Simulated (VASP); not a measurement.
Crystal: MgO.

```
Mg O
1.0
     4.21000    0.00000    0.00000
     0.00000    4.21000    0.00000
     0.00000    0.00000    4.21000
Mg O
4 4
Direct
  0.00000 0.00000 0.00000
  0.00000 0.50000 0.50000
  0.50000 0.00000 0.50000
  0.50000 0.50000 0.00000
  0.50000 0.00000 0.00000
  0.50000 0.50000 0.50000
  0.00000 0.00000 0.50000
  0.00000 0.50000 0.00000
```

- Program: VASP 6.6.1
- Task: relaxation of volume and atoms at fixed shape
- Functional: PBE
- Potentials or basis: VASP PAW PBE potentials, release 64 (Mg, O)
- Cutoff: 600 eV
- k mesh: 8 × 8 × 8
- Occupations: methfessel-paxton, width 0.1 eV
- Spin: no spin polarisation

At the start: pressure 4.0 GPa; volume 9.33 Å³/atom.

Q: Where does the relaxation end?

A: Over 3 steps the energy falls by 2.8 meV/atom and the volume is 9.56 Å³/atom (+2.5 %); space group Fm-3m (No. 225, to 0.1 Å) before and after.

Step by step:
```
step  energy change (eV)  largest force (eV/Å)  pressure (GPa)  volume (Å³)
   1              0.0000                0.0000            3.96        74.62
   2             -0.0201                0.0000           -1.25        77.14
   3             -0.0226                0.0000            0.01        76.49
```

Final structure:
```xyz
8
Lattice="4.2449 0.0000 0.0000 0.0000 4.2449 0.0000 0.0000 0.0000 4.2449" Properties=species:S:1:pos:R:3 pbc="T T T"
Mg    0.0000    0.0000    0.0000
Mg    0.0000    2.1224    2.1224
Mg    2.1224    0.0000    2.1224
Mg    2.1224    2.1224    0.0000
O     2.1224    0.0000    0.0000
O     2.1224    2.1224    2.1224
O     0.0000    0.0000    2.1224
O     0.0000    2.1224    0.0000
```
